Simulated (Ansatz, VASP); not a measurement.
K3Br: VASP beside Ansatz

```
CELL_PARAMETERS angstrom
6.64627 0.00000 0.00000
-3.32313 5.75584 0.00000
0.00000 0.00000 6.33263
ATOMIC_POSITIONS crystal
K 0.00000 0.00000 0.50000
K 0.33333 0.66667 0.00000
K 0.66667 0.33333 0.00000
Br 0.00000 0.00000 0.00000
```

Change from the starting cell: species swapped into the Li3N type (P6/mmm, No. 191).

Alike in both runs: functional PBE; k mesh 12 × 12 × 8; occupations gaussian, width 0.1 eV; no spin polarisation.

Ansatz relaxed the structure, and its values are those at the end. VASP's run is a single point on that final structure, the one shown.

|  | VASP | Ansatz |
| --- | --- | --- |
| version | VASP 6.6.1 | Ansatz 0.2.0 |
| potentials or method | VASP PAW PBE potentials, release 64 (K_sv, Br), cutoff 500 eV | scalar-relativistic, plane waves, PAW |
| valence electrons in the cell | 34 | 34 |

|  | VASP | Ansatz | Ansatz less VASP |
| --- | --- | --- | --- |
| gap on the k mesh at the Fermi level (eV) | none | none | - |
| pressure (GPa) | 0.0 | 0.0 | 0.00 |

A gap of «none» marks a metal or a gap that the smearing closes.
